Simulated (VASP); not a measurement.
Set up this calculation in VASP 6.6.1, as the native input.

```yaml
Task: band structure
Functional: TB-mBJ
Potentials_or_basis: VASP PAW PBE potentials, release 64 (I, Mg)
Cutoff: 230 eV
k_mesh: 5 × 5 × 3
Occupations: gaussian, width 0.03 eV
Spin: no spin polarisation
Tolerance_level: standard
Purpose: bands
Route: KPOINTS_OPT
Further_INCAR_settings: ALGO = Normal; EDIFF = 1e-06; NBANDS = 21
```

MgI2:

```
CELL_PARAMETERS angstrom
4.14000 0.00000 0.00000
-2.07000 3.58535 0.00000
0.00000 0.00000 6.88000
ATOMIC_POSITIONS crystal
I 0.66667 0.33333 0.75000
I 0.33333 0.66667 0.25000
Mg 0.00000 0.00000 0.00000
```

The input as run:

POSCAR

```
MgI2
1.0
    4.1400000000      0.0000000000      0.0000000000
   -2.0700000000      3.5853451717      0.0000000000
    0.0000000000      0.0000000000      6.8800000000
I Mg
2 1
Direct
    0.6666666667      0.3333333333      0.7500000000
    0.3333333333      0.6666666667      0.2500000000
    0.0000000000      0.0000000000      0.0000000000
```

INCAR.step1

```
ISMEAR = 0
SIGMA = 0.03
LWAVE = True
LCHARG = False
NBANDS = 21
PREC = Accurate
LASPH = True
LREAL = False
ALGO = Normal
EDIFF = 1E-6
NELM = 120
GGA_COMPAT = False
ENCUT = 230
EFERMI = MIDGAP
GGA = PE
```

INCAR.step2

```
METAGGA = MBJ
ISMEAR = 0
SIGMA = 0.03
LWAVE = False
LCHARG = False
NBANDS = 21
PREC = Accurate
LASPH = True
LREAL = False
ALGO = Normal
EDIFF = 1E-6
NELM = 120
GGA_COMPAT = False
ENCUT = 230
EFERMI = MIDGAP
LMIXTAU = True
ISTART = 1
```

KPOINTS

```
Automatic mesh
0
Gamma
  5 5 3
  0 0 0
```

KPOINTS_OPT

```
path GMKGALHA,LM,KH
12
line-mode
reciprocal
 0.0000000000  0.0000000000  0.0000000000  G
 0.5000000000  0.0000000000  0.0000000000  M

 0.5000000000  0.0000000000  0.0000000000  M
 0.3333333333  0.3333333333  0.0000000000  K

 0.3333333333  0.3333333333  0.0000000000  K
 0.0000000000  0.0000000000  0.0000000000  G

 0.0000000000  0.0000000000  0.0000000000  G
 0.0000000000  0.0000000000  0.5000000000  A

 0.0000000000  0.0000000000  0.5000000000  A
 0.5000000000  0.0000000000  0.5000000000  L

 0.5000000000  0.0000000000  0.5000000000  L
 0.3333333333  0.3333333333  0.5000000000  H

 0.3333333333  0.3333333333  0.5000000000  H
 0.0000000000  0.0000000000  0.5000000000  A

 0.5000000000  0.0000000000  0.5000000000  L
 0.5000000000  0.0000000000  0.0000000000  M

 0.3333333333  0.3333333333  0.0000000000  K
 0.3333333333  0.3333333333  0.5000000000  H
```

Potentials or basis: VASP PAW PBE potentials, release 64 (I, Mg).

Run with:

```console
$ cat potpaw_PBE.64/I/POTCAR potpaw_PBE.64/Mg/POTCAR > POTCAR
$ cp INCAR.step1 INCAR
$ mpirun -np 1 vasp_std > vasp.out
$ cp INCAR.step2 INCAR
$ mpirun -np 1 vasp_std > vasp.out
```

Results of the run:

```json
{
 "Band gap on the k mesh": "4.47 eV (least direct gap 4.87 eV)",
 "Band gap along the path": "4.42 eV (least direct gap 4.87 eV)"
}
```

Caveat: spin-orbit coupling is left out, which moves the levels of the heavy elements.

Run time: 42 s on 1 thread of Intel(R) Xeon(R) 6975P-C (Granite Rapids), on a shared host, peak memory 0.15 GiB.
